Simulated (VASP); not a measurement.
Input of a VASP 6.6.1 run:

The input INCAR:

```
SYSTEM = SnSe2
PREC = Accurate
ENCUT = 520
EDIFF = 1E-6
ISMEAR = -1
SIGMA = 0.1
LREAL = .False.
LASPH = .True.
NELM = 60
ALGO = Normal
ISIF = 2
LWAVE = .False.
LCHARG = .False.
GGA = PE
NBANDS = 20
```

The input KPOINTS:

```
Automatic mesh
0
Gamma
  6 6 4
  0 0 0
```

File POSCAR:

```
SnSe2
1.0
    3.8110000000      0.0000000000      0.0000000000
   -1.9055000000      3.3004230000      0.0000000000
    0.0000000000      0.0000000000      6.1360000000
Sn Se
1 2
Direct
    0.0000000000      0.0000000000      0.0000000000
    0.3333333333      0.6666666667      0.2490000000
    0.6666666667      0.3333333333      0.7510000000
```

Potentials or basis: VASP PAW PBE potentials, release 64 (Sn_d, Se).

Command:

```console
$ cat potpaw_PBE.64/Sn_d/POTCAR potpaw_PBE.64/Se/POTCAR > POTCAR
$ mpirun -np 1 vasp_std > vasp.out
```

Task: What does it give for the largest force?

Result: 0.798 eV/Å.

Task: Predict the band gap on the k mesh.

Result: 0.82 eV, indirect (least direct gap 1.09 eV).

Forces in eV/Å, atoms in the order of the input:
```
Sn   0.000  0.000  0.000
Se   0.000  0.000  0.798
Se   0.000  0.000 -0.798
```

Caveat: spin-orbit coupling is left out, which moves the levels of the heavy elements. A k mesh can miss the band edges.
